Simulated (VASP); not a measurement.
# SrTiO (P4/mmm) in VASP: further runs

SrTiO is run at these levels: PBE; tasks: single point, relaxation of cell and atoms.

Everything below comes from runs of VASP 6.6.1. Logs are shortened: lines on timing, memory, paths and dates and some standing lists are left out, and cuts for length are marked.

## (1) The cell of the first run

It takes space group P4/mmm (No. 123, tetragonal). The conventional cell has a = 2.977 Å, b = 2.977 Å, c = 7.131 Å, α = 90.00°, β = 90.00°, γ = 90.00°. Sr (site symmetry 4/mmm) has 4 Sr at 2.98 Å and 2 Ti at 3.57 Å within 3.9 Å. Within 2.8 Å of Ti (site symmetry 4/mmm) lie 4 O at 2.11 Å. Within 2.8 Å of O (site symmetry 4/mmm) lie 4 Ti at 2.11 Å.

The cell was generated, and may not be a known phase.

## (2) Single point, PBE

INCAR reads:

```
SYSTEM = SrTiO
PREC = Accurate ; ENCUT = 520
EDIFF = 1E-6 ; ISMEAR = 0
SIGMA = 0.1 ; LREAL = .FALSE.
LASPH = .TRUE. ; NELM = 80
ALGO = Normal ; ISIF = 2
LWAVE = .FALSE. ; LCHARG = .FALSE.
GGA = PE ; NBANDS = 21
```

KPOINTS reads:

```
Automatic mesh
0
G
  16 16 8
  0 0 0
```

POSCAR reads:

```
SrTiO
1.0
    2.9771208935      0.0000000000      0.0000000000
    0.0000000000      2.9771208935      0.0000000000
    0.0000000000      0.0000000000      7.1314099236
Sr Ti O
1 1 1
Direct
    0.5000000000      0.5000000000      0.5000000000
    0.5000000000      0.5000000000      0.0000000000
    0.0000000000      0.0000000000      0.0000000000
```

Potentials or basis: VASP PAW PBE potentials, release 64 (Sr_sv, Ti_sv, O).

On the command line:

```sh
> cat potpaw_PBE.64/Sr_sv/POTCAR potpaw_PBE.64/Ti_sv/POTCAR potpaw_PBE.64/O/POTCAR > POTCAR
> mpirun -np 1 vasp_std > vasp.out
```

OUTCAR:

```text
SYSTEM = SrTiO
   PREC = Accurate
   ENCUT = 520
   EDIFF = 1E-6
   ISMEAR = 0
   LREAL = .FALSE.
   LASPH = .TRUE.
   NELM = 80
   ISIF = 2
   GGA = PE

 ion  position               nearest neighbor table
   1  0.500  0.500  0.500-   2 3.57   2 3.57
   2  0.500  0.500  0.000-   3 2.11   3 2.11   3 2.11   3 2.11   1 3.57   1 3.57
   3  0.000  0.000  0.000-   2 2.11   2 2.11   2 2.11   2 2.11

  LATTYP: Found a simple tetragonal cell.
 ALAT       =     2.9771208935
 C/A-ratio  =     2.3954048823

  Lattice vectors:

 A1 = (   2.9771208935,   0.0000000000,   0.0000000000)
 A2 = (   0.0000000000,   2.9771208935,   0.0000000000)
 A3 = (   0.0000000000,   0.0000000000,   7.1314099236)

Analysis of symmetry for initial positions (statically):
=====================================================================
 Subroutine PRICEL returns:
 Original cell was already a primitive cell.

 Routine SETGRP: Setting up the symmetry group for a
 simple tetragonal supercell.

 Subroutine GETGRP returns: Found 16 space group operations
 (whereof 16 operations were pure point group operations)
 out of a pool of 16 trial point group operations.

The static configuration has the point symmetry D_4h.

Analysis of symmetry for dynamics (positions and initial velocities):
=====================================================================
 Subroutine PRICEL returns:
 Original cell was already a primitive cell.

 Routine SETGRP: Setting up the symmetry group for a
 simple tetragonal supercell.

 Subroutine GETGRP returns: Found 16 space group operations
 (whereof 16 operations were pure point group operations)
 out of a pool of 16 trial point group operations.

The dynamic configuration has the point symmetry D_4h.

 Subroutine INISYM returns: Found 16 space group operations
 (whereof 16 operations are pure point group operations),
 and found     1 'primitive' translations

----------------------------------------------------------------------------------------

                                     Primitive cell

  volume of cell :      63.2075

  direct lattice vectors                    reciprocal lattice vectors
     2.977120893  0.000000000  0.000000000     0.335894992  0.000000000  0.000000000
     0.000000000  2.977120893  0.000000000     0.000000000  0.335894992  0.000000000
     0.000000000  0.000000000  7.131409924     0.000000000  0.000000000  0.140224726

  length of vectors
     2.977120893  2.977120893  7.131409924     0.335894992  0.335894992  0.140224726

  position of ions in fractional coordinates (direct lattice)
     0.500000000  0.500000000  0.500000000
     0.500000000  0.500000000  0.000000000
     0.000000000  0.000000000  0.000000000

  ion indices of the primitive-cell ions
   primitive index   ion index
                 1           1
                 2           2
                 3           3

----------------------------------------------------------------------------------------

 KPOINTS: Automatic mesh

Automatic generation of k-mesh.
 Grid dimensions read from file:
 generate k-points for:   16   16    8

 Generating k-lattice:

  Cartesian coordinates                     Fractional coordinates (reciprocal lattice)
     0.020993437  0.000000000  0.000000000     0.062500000  0.000000000  0.000000000
     0.000000000  0.020993437  0.000000000     0.000000000  0.062500000  0.000000000
     0.000000000  0.000000000  0.017528091     0.000000000  0.000000000  0.125000000

  Length of vectors
     0.020993437  0.020993437  0.017528091

  Shift w.r.t. Gamma in fractional coordinates (k-lattice)
     0.000000000  0.000000000  0.000000000

 Subroutine IBZKPT returns following result:
 ===========================================

 Found    225 irreducible k-points:

 Following reciprocal coordinates:
            Coordinates               Weight
  0.000000  0.000000  0.000000      1.000000
  0.062500  0.000000  0.000000      4.000000
  0.125000  0.000000  0.000000      4.000000
  0.187500  0.000000  0.000000      4.000000
  0.250000  0.000000  0.000000      4.000000
  0.312500  0.000000  0.000000      4.000000
[... 16 lines left out ...]
  0.437500  0.125000  0.000000      8.000000
  0.500000  0.125000  0.000000      4.000000
 [... further k-points ...]
   k-points           NKPTS =    225   k-points in BZ     NKDIM =    225   number of bands    NBANDS=     21
   number of dos      NEDOS =    301   number of ions     NIONS =      3
   total plane-waves  NPLWV =  31104
   dimension x,y,z NGX =    24 NGY =   24 NGZ =   54
   dimension x,y,z NGXF=    48 NGYF=   48 NGZF=  108
   ions per type =               1   1   1
   NGX,Y,Z   is equivalent  to a cutoff of  13.40, 13.40, 12.59 a.u.
   NGXF,Y,Z  is equivalent  to a cutoff of  26.80, 26.80, 25.18 a.u.
 SYSTEM =  SrTiO
   PREC   = accura    normal or accurate (medium, high low for compatibility)
   ISTART =      0    job   : 0-new  1-cont  2-samecut
   ICHARG =      2    charge: 1-file 2-atom 10-const
   ISPIN  =      1    spin polarized calculation?
   LNONCOLLINEAR =      F non collinear calculations
   LSORBIT =      F    spin-orbit coupling
   LASPH  =      T    aspherical Exc in radial PAW
   ENCUT  =  520.0 eV  38.22 Ry    6.18 a.u.   5.54  5.54 13.26*2*pi/ulx,y,z
   NELM   =     80;   NELMIN=  2; NELMDL= -5     # of ELM steps
   EDIFF  = 0.1E-05   stopping-criterion for ELM
   LREAL  =      F    real-space projection
   EDIFFG = 0.1E-04   stopping-criterion for IOM
   NSW    =      0    number of steps for IOM
   IBRION =     -1    ionic relax: 0-MD 1-quasi-New 2-CG
   NFREE  =      0    steps in history (QN), initial steepest desc. (CG)
   ISIF   =      2    stress and relaxation
   ISYM   =      2    0-nonsym 1-usesym 2-fastsym
   POTIM  = 0.5000    time-step for ionic-motion
   TEBEG  =    0.0;   TEEND  =   0.0 temperature during run
   PSTRESS=    0.0 pullay stress
   NELECT =      28.0000    total number of electrons
   NUPDOWN=      -1.0000    fix difference up-down
   EMIN   =  10.00;   EMAX   =-10.00  energy-range for DOS
   EFERMI =   0.00;   METHOD = LEGACY
   ISMEAR =     0;   SIGMA  =   0.10  broadening in eV -4-tet -1-fermi 0-gaus
   EFERMI_NEDOS =   21; number of points for ismear=-14 and -15
   IALGO  =     38    algorithm
   IMIX   =      4    mixing-type and parameters
     AMIX     =   0.40;   BMIX     =  1.00
     AMIX_MAG =   1.60;   BMIX_MAG =  1.00
  volume/ion in A,a.u.               =      21.07       142.18
  Fermi-wavevector in a.u.,A,eV,Ry     =   1.247972  2.358325 21.190166  1.557433
  Thomas-Fermi vector in A             =   2.382080
   LORBIT       =      0    0 simple, 1 ext, 2 COOP (PROOUT), +10 PAW based schemes
   GGA     = PE    functional components
   LHFCALC =     F    Hartree Fock is set to
   AEXX    =    0.0000 exact exchange contribution
   IVDW    =     0    specifies the selected vdW correction
   LEPSILON=     F    determine dielectric tensor
   LRPA    =     F    only Hartree local field effects (RPA)
 non-spin polarized calculation
 Gauss-broadening in eV      SIGMA  =   0.10
  energy-cutoff  :      520.00
  volume of cell :       63.21
 maximum number of plane-waves:      1731
 NGX is ok and might be reduce to    24
   NGX = 11   NGY = 11   NGZ = 27

 number of electron      27.9999985 magnetization

 Free energy of the ion-electron system (eV)
  ---------------------------------------------------
  ext. energy  EPLUGINS =         0.00000000
  ---------------------------------------------------
  free energy    TOTEN  =       -16.77060600 eV

  energy without entropy =      -16.74663177  energy(sigma->0) =      -16.75861889

 E-fermi :   4.8487     XC(G=0):  -9.6238

 val. band max:        4.8482147840   @ k =   0.3750   0.0625   0.3750
 cond. band min:       4.8510788555   @ k =   0.3125   0.3125   0.2500
 fundamental gap:      0.0028640715
 Fermi energy:         4.8487390537

 k-point     1 :       0.0000    0.0000    0.0000
  band No.  band energies     occupation
      1     -53.0415      2.00000
      2     -31.6832      2.00000
      3     -29.2068      2.00000
      4     -29.2068      2.00000
      5     -29.1930      2.00000
      6     -15.3623      2.00000
[... 13 lines left out ...]
     20       6.1415      0.00000
     21       6.8653      0.00000

 k-point     2 :       0.0625    0.0000    0.0000
  band No.  band energies     occupation
      1     -53.0401      2.00000
      2     -31.6717      2.00000
      3     -29.2221      2.00000
      4     -29.2050      2.00000
      5     -29.1918      2.00000
      6     -15.3311      2.00000
[... 13 lines left out ...]
     20       6.2345      0.00000
     21       6.9544      0.00000

 k-point     3 :       0.1250    0.0000    0.0000
  band No.  band energies     occupation
      1     -53.0363      2.00000
      2     -31.6389      2.00000
      3     -29.2654      2.00000
      4     -29.1998      2.00000
      5     -29.1882      2.00000
      6     -15.2421      2.00000
[... 13 lines left out ...]
     20       6.6363      0.00000
     21       7.1976      0.00000

 k-point     4 :       0.1875    0.0000    0.0000
  band No.  band energies     occupation
      1     -53.0306      2.00000
      2     -31.5892      2.00000
      3     -29.3295      2.00000
      4     -29.1920      2.00000
      5     -29.1829      2.00000
      6     -15.1069      2.00000
[... 13 lines left out ...]
     20       7.1991      0.00000
     21       7.5563      0.00000

 k-point     5 :       0.2500    0.0000    0.0000
  band No.  band energies     occupation
      1     -53.0239      2.00000
      2     -31.5295      2.00000
      3     -29.4043      2.00000
      4     -29.1828      2.00000
      5     -29.1767      2.00000
      6     -14.9444      2.00000
[... 13 lines left out ...]
     20       7.8259      0.00000
     21       8.0435      0.00000
[... 382 lines left out ...]
     20       7.8431      0.00000
     21       8.4595      0.00000

 k-point    22 :       0.3750    0.1250    0.0000
  band No.  band energies     occupation
      1     -53.0065      2.00000
      2     -31.3740      2.00000
      3     -29.5247      2.00000
      4     -29.2149      2.00000
      5     -29.1609      2.00000
      6     -14.6774      2.00000
[... 13 lines left out ...]
     20       8.1757      0.00000
     21       8.2761      0.00000

 k-point    23 :       0.4375    0.1250    0.0000
  band No.  band energies     occupation
      1     -53.0027      2.00000
      2     -31.3387      2.00000
      3     -29.5645      2.00000
      4     -29.2087      2.00000
      5     -29.1574      2.00000
      6     -14.7133      2.00000
[... 13 lines left out ...]
     20       8.2132      0.00000
     21       8.5066      0.00000

 k-point    24 :       0.5000    0.1250    0.0000
  band No.  band energies     occupation
      1     -53.0014      2.00000
      2     -31.3263      2.00000
      3     -29.5784      2.00000
      4     -29.2065      2.00000
      5     -29.1562      2.00000
      6     -14.7823      2.00000
[... 13 lines left out ...]
     20       8.2008      0.00000
     21       8.7299      0.00000

 [... further k-points ...]

------------------------ aborting loop because EDIFF is reached ----------------------------------------

  FORCE on cell =-STRESS in cart. coord.  units (eV):
  Direction    XX          YY          ZZ          XY          YZ          ZX
  --------------------------------------------------------------------------------------
  -------------------------------------------------------------------------------------
  Total        0.1286423      0.1286423     -0.0286474      0.0000000      0.0000000     -0.0000000
  in kB        3.2608132      3.2608132     -0.7261528      0.0000000      0.0000000     -0.0000000
  external PRESSURE =       1.9318245 kB  Pullay stress =       0.0000000 kB

 VOLUME and BASIS-vectors are now :
 -----------------------------------------------------------------------------
  energy-cutoff  :      520.00
  volume of cell :       63.21
      direct lattice vectors                 reciprocal lattice vectors
     2.977120893  0.000000000  0.000000000     0.335894992  0.000000000  0.000000000
     0.000000000  2.977120893  0.000000000     0.000000000  0.335894992  0.000000000
     0.000000000  0.000000000  7.131409924     0.000000000  0.000000000  0.140224726

 POSITION                                       TOTAL-FORCE (eV/Angst)
 -----------------------------------------------------------------------------------
      1.48856      1.48856      3.56570         0.000000      0.000000      0.000000
      1.48856      1.48856      0.00000         0.000000      0.000000      0.000000
      0.00000      0.00000      0.00000         0.000000      0.000000      0.000000
 -----------------------------------------------------------------------------------
    total drift:                                0.000000     -0.000000     -0.000000

  FREE ENERGIE OF THE ION-ELECTRON SYSTEM (eV)
  ---------------------------------------------------
  free  energy   TOTEN  =       -16.7706060010 eV

  energy  without entropy=      -16.7466317724  energy(sigma->0) =      -16.75861889
```

Run time: 3.9 min. Hardware: 1 thread of Intel Xeon 8259CL, shared host; peak memory 0.41 GiB.

What came out:

| Property | Result |
| --- | --- |
| Free energy | -16.7706 eV |
| Pressure | 0.2 GPa |
| Band gap on the k mesh | zero (bands 14 and 15 overlap by 2.11 eV) |

## (3) Relaxation of cell and atoms, PBE, collinear spin

This run uses another cell than the first one, of 18.67 Å³/atom.

INCAR reads:

```
  PREC = Accurate
  ENCUT = 600
  EDIFF = 1E-6
  ISMEAR = 0
  SIGMA = 0.1
  LREAL = False
  LASPH = True
  NELM = 150
  ALGO = Normal
  ISIF = 3
  LWAVE = False
  LCHARG = False
  ISPIN = 2
  MAGMOM = 0 1 0
  LORBIT = 11
  LMAXMIX = 4
  GGA = PE
  IBRION = 2
  NSW = 90
  EDIFFG = -0.04
```

KPOINTS reads:

```
Automatic mesh
0
Gamma
  6 6 4
```

POSCAR reads:

```
SrTiO
1.0
    3.2694323000      0.0000000000      0.0000000000
    0.0000000000      3.2694323000      0.0000000000
    0.0000000000      0.0000000000      5.2390972500
Sr Ti O
1 1 1
Direct
    0.5000000000      0.5000000000      0.5000000000
    0.5000000000      0.5000000000      0.0000000000
    0.0000000000      0.0000000000      0.0000000000
```

Potentials or basis: VASP PAW PBE potentials, release 64 (Sr_sv, Ti_sv, O).

On the command line:

```sh
> cat potpaw_PBE.64/Sr_sv/POTCAR potpaw_PBE.64/Ti_sv/POTCAR potpaw_PBE.64/O/POTCAR > POTCAR
> mpirun -np 1 vasp_std > vasp.out
```

Run time: 10 min. Hardware: 1 thread of Intel Xeon 8259CL, shared host; peak memory 0.23 GiB.

The run converged. Its results:

```yaml
Free_energy: -16.7657 eV
Relaxed_volume: 20.18 Å³/atom
Relaxed_cell: a = 2.973 Å, b = 2.973 Å, c = 6.850 Å, α = 90.00°, β = 90.00°, γ = 90.00°
Space_group_after_relaxing_to_0.1_Å: P4/mmm (No. 123)
Energy_gained_by_relaxing: 613.7 meV/atom
Ionic_steps: 9
Pressure_after_relaxing: 0.0 GPa
Net_moment: -0.15 μB per cell
Site_moments: Sr -0.01; Ti -0.08; O -0.00 μB
Valence_electrons_inside_the_program's_atomic_spheres: Sr 8.21; Ti 10.18; O 5.00
```

Step by step:
| step | energy change (eV) | largest force (eV/Å) | pressure (GPa) | volume (Å³) |
| --- | --- | --- | --- | --- |
| 1 | 0.0000 | 0.0000 | -0.02 | 56.00 |
| 2 | -1.4746 | 0.0000 | 2.19 | 55.15 |
| 3 | -1.2410 | 0.0000 | 18.65 | 52.35 |
| 4 | -1.7158 | 0.0000 | 6.69 | 54.15 |
| 5 | -1.7127 | 0.0000 | 7.34 | 54.03 |
| 6 | -1.8360 | 0.0000 | -1.14 | 61.48 |
| 7 | -1.8390 | 0.0000 | -0.23 | 60.29 |
| 8 | -1.8390 | 0.0000 | -0.32 | 60.42 |
| 9 | -1.8412 | 0.0000 | -0.03 | 60.53 |

Final structure:
```
Sr Ti O
1.0
     2.97255    0.00000    0.00000
     0.00000    2.97255    0.00000
     0.00000    0.00000    6.85033
Sr Ti O
1 1 1
Direct
  0.50000 0.50000 0.50000
  0.50000 0.50000 0.00000
  0.00000 0.00000 0.00000
```

Levels at points of the mesh, in eV from the Fermi level:
Spin up:
```csv
k point,band 11,band 12,band 13,band 14,band 15,band 16,band 17,band 18
"(0.00, 0.00, 0.00)",-4.42,-4.42,-3.33,-1.59,-0.87,0.28,1.22,1.41
"(0.50, 0.00, 0.00)",-6.25,-5.61,-0.78,-0.03,0.98,1.46,1.78,1.84
"(0.50, 0.50, 0.00)",-5.75,-4.28,-1.97,-0.72,-0.72,0.36,2.24,2.52
"(0.00, 0.00, 0.50)",-4.42,-4.42,-2.09,-1.58,-1.47,0.27,0.83,1.25
"(0.50, 0.00, 0.50)",-6.25,-5.53,-0.52,0.11,0.38,1.41,1.48,1.87
"(0.50, 0.50, 0.50)",-5.76,-4.32,-1.87,-0.44,-0.44,0.82,1.59,1.59
```
Spin down:
```
           k point  band 11  band 12  band 13  band 14  band 15  band 16  band 17  band 18  band 19
(0.00, 0.00, 0.00)    -4.42    -4.42    -3.38    -1.68    -0.93     0.27     1.17     1.37     2.18
(0.50, 0.00, 0.00)    -6.27    -5.63    -0.89    -0.05     0.95     1.41     1.73     1.74     2.16
(0.50, 0.50, 0.00)    -5.77    -4.29    -2.01    -0.77    -0.77     0.23     2.21     2.46     2.48
(0.00, 0.00, 0.50)    -4.43    -4.43    -2.13    -1.68    -1.56     0.25     0.79     1.20     1.37
(0.50, 0.00, 0.50)    -6.27    -5.55    -0.55    -0.02     0.34     1.37     1.43     1.77     3.25
(0.50, 0.50, 0.50)    -5.78    -4.33    -1.91    -0.49    -0.49     0.67     1.57     1.57     2.47
```

Caveat: a moment this small can come from the mesh or the smearing; a cell axis changed by over 15 % at a fixed basis, so the end point is rough.

The gap in the log of VASP goes by the Fermi energy; the results here count the filled bands.